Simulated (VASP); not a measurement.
# Fe2O3 (Hematite) (R-3c) in VASP: single point with PBE

Aim: the single point of Fe2O3 (Hematite) with PBE.

Everything below comes from runs of VASP 6.6.1. Logs are shortened: lines on timing, memory, paths and dates and some standing lists are left out, and cuts for length are marked.

**1. The cell of the first run**

It takes space group R-3c (No. 167, trigonal). Conventional cell: a = 4.773 Å, b = 4.773 Å, c = 13.304 Å, α = 90.00°, β = 90.00°, γ = 120.00°. Within 2.5 Å of Fe (site symmetry 3) lie 6 O at 1.89 to 1.96 Å. O (site symmetry 2) has 4 Fe at 1.89 to 1.96 Å within 2.5 Å.

**2. Single point, PBE, collinear spin, ferromagnetic start**

File INCAR:

```
PREC = Accurate
ENCUT = 520
EDIFF = 1E-7
ISMEAR = 0
SIGMA = 0.05
LREAL = F
LASPH = T
NELM = 150
ALGO = Normal
ISIF = 2
LWAVE = F
LCHARG = T
ISPIN = 2
MAGMOM = 5 5 5 5 0 0 0 0 0 0
LORBIT = 11
LMAXMIX = 4
GGA = PE
LELF = T
LVHAR = T
NBANDS = 49
```

File KPOINTS:

```
regular mesh
0
Gamma
  6 6 6
```

File POSCAR:

```
Fe2O3
1.0
    2.3865028533      1.3778480648      4.4345385293
   -2.3865028533      1.3778480648      4.4345385293
    0.0000000000     -2.7556961296      4.4345385293
Fe O
4 6
Direct
    0.3454541915      0.3454541915      0.3454541915
    0.1545458085      0.1545458085      0.1545458085
    0.6545458085      0.6545458085      0.6545458085
    0.8454541915      0.8454541915      0.8454541915
    0.5632180992      0.9367819008      0.2500000000
    0.2500000000      0.5632180992      0.9367819008
    0.9367819008      0.2500000000      0.5632180992
    0.4367819008      0.0632180992      0.7500000000
    0.7500000000      0.4367819008      0.0632180992
    0.0632180992      0.7500000000      0.4367819008
```

Potentials or basis: VASP PAW PBE potentials, release 64 (Fe, O).

The run is started by

```
$ cat potpaw_PBE.64/Fe/POTCAR potpaw_PBE.64/O/POTCAR > POTCAR
$ mpirun -np 1 vasp_std > vasp.out
```

OUTCAR:

```text
PREC = Accurate
   ENCUT = 520
   EDIFF = 1E-7
   ISMEAR = 0
   LREAL = F
   LASPH = T
   NELM = 150
   ISIF = 2
   ISPIN = 2
   LORBIT = 11
   GGA = PE

 ion  position               nearest neighbor table
   1  0.345  0.345  0.345-  10 1.89   8 1.89   9 1.89   5 1.96   7 1.96   6 1.96   2 2.54   3 2.77
                             3 2.77   3 2.77
   2  0.155  0.155  0.155-   9 1.89   8 1.89  10 1.89   5 1.96   7 1.96   6 1.96   1 2.54   4 2.77
                             4 2.77   4 2.77
   3  0.655  0.655  0.655-   7 1.89   5 1.89   6 1.89   8 1.96   9 1.96  10 1.96   4 2.54   1 2.77
                             1 2.77   1 2.77
   4  0.845  0.845  0.845-   6 1.89   5 1.89   7 1.89   8 1.96   9 1.96  10 1.96   3 2.54   2 2.77
                             2 2.77   2 2.77
   5  0.563  0.937  0.250-   3 1.89   4 1.89   1 1.96   2 1.96
   6  0.250  0.563  0.937-   4 1.89   3 1.89   1 1.96   2 1.96
   7  0.937  0.250  0.563-   3 1.89   4 1.89   1 1.96   2 1.96
   8  0.437  0.063  0.750-   1 1.89   2 1.89   3 1.96   4 1.96
   9  0.750  0.437  0.063-   2 1.89   1 1.89   3 1.96   4 1.96
  10  0.063  0.750  0.437-   1 1.89   2 1.89   3 1.96   4 1.96

  LATTYP: Found a trigonal (rhomboedric) cell.
 ALAT       =     5.2210145687
 COS(alpha) =     0.5821272017

  Lattice vectors:

 A1 = (   2.3865028533,   1.3778480648,   4.4345385293)
 A2 = (  -2.3865028533,   1.3778480648,   4.4345385293)
 A3 = (   0.0000000000,  -2.7556961296,   4.4345385293)

Analysis of symmetry for initial positions (statically):
=====================================================================
 Subroutine PRICEL returns:
 Original cell was already a primitive cell.

 Routine SETGRP: Setting up the symmetry group for a
 trigonal (rhombohedral) supercell.

 Subroutine GETGRP returns: Found 12 space group operations
 (whereof  6 operations were pure point group operations)
 out of a pool of 12 trial point group operations.

The static configuration has the point symmetry S_6 .
 The point group associated with its full space group is D_3d.

Analysis of symmetry for dynamics (positions and initial velocities):
=====================================================================
 Subroutine PRICEL returns:
 Original cell was already a primitive cell.

 Routine SETGRP: Setting up the symmetry group for a
 trigonal (rhombohedral) supercell.

 Subroutine GETGRP returns: Found 12 space group operations
 (whereof  6 operations were pure point group operations)
 out of a pool of 12 trial point group operations.

The dynamic configuration has the point symmetry S_6 .
 The point group associated with its full space group is D_3d.

Analysis of structural, dynamic, and magnetic symmetry:
=====================================================================
 Subroutine PRICEL returns:
 Original cell was already a primitive cell.

 Routine SETGRP: Setting up the symmetry group for a
 trigonal (rhombohedral) supercell.

 Subroutine GETGRP returns: Found 12 space group operations
 (whereof  6 operations were pure point group operations)
 out of a pool of 12 trial point group operations.

The overall configuration has the point symmetry S_6 .
 The point group associated with its full space group is D_3d.

 Subroutine INISYM returns: Found 12 space group operations
 (whereof  6 operations are pure point group operations),
 and found     1 'primitive' translations

----------------------------------------------------------------------------------------

                                     Primitive cell

  volume of cell :      87.4909

  direct lattice vectors                    reciprocal lattice vectors
     2.386502853  1.377848065  4.434538529     0.209511587  0.120961571  0.075167536
    -2.386502853  1.377848065  4.434538529    -0.209511587  0.120961571  0.075167536
     0.000000000 -2.755696130  4.434538529     0.000000000 -0.241923142  0.075167536

  length of vectors
     5.221014569  5.221014569  5.221014569     0.253331729  0.253331729  0.253331729

  position of ions in fractional coordinates (direct lattice)
     0.345454191  0.345454191  0.345454191
     0.154545809  0.154545809  0.154545809
     0.654545809  0.654545809  0.654545809
     0.845454191  0.845454191  0.845454191
[... 84 lines left out ...]
   ICHARG =      2    charge: 1-file 2-atom 10-const
   ISPIN  =      2    spin polarized calculation?
   LNONCOLLINEAR =      F non collinear calculations
   LSORBIT =      F    spin-orbit coupling
   LASPH  =      T    aspherical Exc in radial PAW
   ENCUT  =  520.0 eV  38.22 Ry    6.18 a.u.   9.71  9.71  9.71*2*pi/ulx,y,z
   NELM   =    150;   NELMIN=  2; NELMDL= -5     # of ELM steps
   EDIFF  = 0.1E-06   stopping-criterion for ELM
   LREAL  =      F    real-space projection
   EDIFFG = 0.1E-05   stopping-criterion for IOM
   NSW    =      0    number of steps for IOM
   IBRION =     -1    ionic relax: 0-MD 1-quasi-New 2-CG
   NFREE  =      0    steps in history (QN), initial steepest desc. (CG)
   ISIF   =      2    stress and relaxation
   ISYM   =      2    0-nonsym 1-usesym 2-fastsym
   POTIM  = 0.5000    time-step for ionic-motion
   TEBEG  =    0.0;   TEEND  =   0.0 temperature during run
   PSTRESS=    0.0 pullay stress
   NELECT =      68.0000    total number of electrons
   NUPDOWN=      -1.0000    fix difference up-down
   EMIN   =  10.00;   EMAX   =-10.00  energy-range for DOS
   EFERMI =   0.00;   METHOD = LEGACY
   ISMEAR =     0;   SIGMA  =   0.05  broadening in eV -4-tet -1-fermi 0-gaus
   EFERMI_NEDOS =   21; number of points for ismear=-14 and -15
   IALGO  =     38    algorithm
   IMIX   =      4    mixing-type and parameters
     AMIX     =   0.40;   BMIX     =  1.00
     AMIX_MAG =   1.60;   BMIX_MAG =  1.00
  volume/ion in A,a.u.               =       8.75        59.04
  Fermi-wavevector in a.u.,A,eV,Ry     =   1.505186  2.844389 30.825150  2.265585
  Thomas-Fermi vector in A             =   2.616068
   LORBIT       =     11    0 simple, 1 ext, 2 COOP (PROOUT), +10 PAW based schemes
   GGA     = PE    functional components
   LHFCALC =     F    Hartree Fock is set to
   AEXX    =    0.0000 exact exchange contribution
   IVDW    =     0    specifies the selected vdW correction
   LEPSILON=     F    determine dielectric tensor
   LRPA    =     F    only Hartree local field effects (RPA)
 spin polarized calculation
 Gauss-broadening in eV      SIGMA  =   0.05
  energy-cutoff  :      520.00
  volume of cell :       87.49
 maximum number of plane-waves:      2386
   NGX = 19   NGY = 19   NGZ = 19

 number of electron      68.0000003 magnetization      11.8242402

 number of electron      68.0000002 magnetization       3.9995660

 Free energy of the ion-electron system (eV)
  ---------------------------------------------------
  ext. energy  EPLUGINS =         0.00000000
  ---------------------------------------------------
  free energy    TOTEN  =       -74.62096312 eV

  energy without entropy =      -74.60654201  energy(sigma->0) =      -74.61375257

 E-fermi :   5.5888     XC(G=0): -12.4326

 val. band max:        5.5852384008   @ k =  -0.3333   0.3333   0.3333
 cond. band min:       5.5893075937   @ k =   0.5000   0.5000   0.1667
 fundamental gap:      0.0040691929
 Fermi energy:         5.5888195775

 spin component 1

 k-point     1 :       0.0000    0.0000    0.0000
  band No.  band energies     occupation
      1     -15.5684      1.00000
      2     -13.6825      1.00000
      3     -13.6550      1.00000
      4     -13.6550      1.00000
      5     -13.5084      1.00000
      6     -13.5084      1.00000
[... 1165 lines left out ...]
     45      14.9305      0.00000
     46      15.2405      0.00000

 [... further k-points ...]

 spin component 2

 k-point     1 :       0.0000    0.0000    0.0000
  band No.  band energies     occupation
      1     -15.5050      1.00000
      2     -13.6230      1.00000
      3     -13.5908      1.00000
      4     -13.5908      1.00000
      5     -13.4469      1.00000
      6     -13.4469      1.00000
[... 1165 lines left out ...]
     45      15.0600      0.00000
     46      15.3706      0.00000

 [... further k-points ...]

 [bands above 46 left out]

------------------------ aborting loop because EDIFF is reached ----------------------------------------

  FORCE on cell =-STRESS in cart. coord.  units (eV):
  Direction    XX          YY          ZZ          XY          YZ          ZX
  --------------------------------------------------------------------------------------
  -------------------------------------------------------------------------------------
  Total        0.8914715      0.8914715      0.8672455      0.0000000     -0.0000000     -0.0000000
  in kB       16.3250704     16.3250704     15.8814314      0.0000000     -0.0000000     -0.0000000
  external PRESSURE =      16.1771907 kB  Pullay stress =       0.0000000 kB

 VOLUME and BASIS-vectors are now :
 -----------------------------------------------------------------------------
  energy-cutoff  :      520.00
  volume of cell :       87.49
      direct lattice vectors                 reciprocal lattice vectors
     2.386502853  1.377848065  4.434538529     0.209511587  0.120961571  0.075167536
    -2.386502853  1.377848065  4.434538529    -0.209511587  0.120961571  0.075167536
     0.000000000 -2.755696130  4.434538529     0.000000000 -0.241923142  0.075167536

 POSITION                                       TOTAL-FORCE (eV/Angst)
 -----------------------------------------------------------------------------------
      0.00000      0.00000      4.59579         0.000000     -0.000000      0.042332
      0.00000      0.00000      2.05602         0.000000     -0.000000     -0.042332
      0.00000      0.00000      8.70783         0.000000      0.000000     -0.042332
      0.00000      0.00000     11.24760         0.000000     -0.000000      0.042332
     -0.89151      1.37785      7.76044         0.022422     -0.000000      0.000000
     -0.74750     -1.46100      7.76044        -0.011211      0.019418      0.000000
      1.63901      0.08315      7.76044        -0.011211     -0.019418      0.000000
      0.89151     -1.37785      5.54317        -0.022422     -0.000000      0.000000
      0.74750      1.46100      5.54317         0.011211     -0.019418      0.000000
     -1.63901     -0.08315      5.54317         0.011211      0.019418      0.000000
 -----------------------------------------------------------------------------------
    total drift:                               -0.000000      0.000000     -0.000000

  FREE ENERGIE OF THE ION-ELECTRON SYSTEM (eV)
  ---------------------------------------------------
  free  energy   TOTEN  =       -74.6209631195 eV

  energy  without entropy=      -74.6065420146  energy(sigma->0) =      -74.61375257

 total charge

# of ion       s       p       d       tot
------------------------------------------
    1        0.409   0.654   6.305   7.369
    2        0.409   0.654   6.305   7.369
    3        0.409   0.654   6.305   7.369
    4        0.409   0.654   6.305   7.369
    5        1.561   3.452   0.000   5.014
    6        1.561   3.452   0.000   5.014
    7        1.561   3.452   0.000   5.014
    8        1.561   3.452   0.000   5.014
    9        1.561   3.452   0.000   5.014
   10        1.561   3.452   0.000   5.014
--------------------------------------------------
tot         11.007  23.329  25.222  59.557

 magnetization (x)

# of ion       s       p       d       tot
------------------------------------------
    1        0.007   0.010   0.927   0.943
    2        0.007   0.010   0.927   0.943
    3        0.007   0.010   0.927   0.943
    4        0.007   0.010   0.927   0.943
    5        0.000   0.028   0.000   0.028
    6        0.000   0.028   0.000   0.028
    7        0.000   0.028   0.000   0.028
    8        0.000   0.028   0.000   0.028
    9        0.000   0.028   0.000   0.028
   10        0.000   0.028   0.000   0.028
--------------------------------------------------
tot          0.028   0.207   3.707   3.941
```

Run time: 13 min. Hardware: 1 thread of Intel Xeon Platinum 8375C at 2.90GHz (Ice Lake), shared host; peak memory 0.4 GiB.

What came out:

```yaml
Free_energy: -74.6210 eV
Pressure: 1.6 GPa
Largest_force: 0.042 eV/Å
Band_gap_on_the_k_mesh: zero (filled and empty bands overlap)
Net_moment: 4.00 μB per cell
Site_moments: Fe +0.94; O +0.03 μB
Valence_electrons_inside_the_program's_atomic_spheres: Fe 7.37; O 5.01
```

Forces in eV/Å, atoms in the order of the input:
```
Fe   0.000  0.000  0.042
Fe   0.000  0.000 -0.042
Fe   0.000  0.000 -0.042
Fe   0.000  0.000  0.042
O    0.022  0.000  0.000
O   -0.011  0.019  0.000
O   -0.011 -0.019  0.000
O   -0.022  0.000  0.000
O    0.011 -0.019  0.000
O    0.011  0.019  0.000
```

Caveat: the moment fell far below its start of 5 μB, so a state of higher moment may lie lower in energy; semilocal functionals often make such compounds metallic where correlation or magnetic order opens a gap, which also shifts bond lengths; only a ferromagnetic start was run, and an antiferromagnetic order may lie lower in energy. With open d or f shells a metallic result of PBE can be an artefact of self-interaction; +U or a hybrid may open a gap.
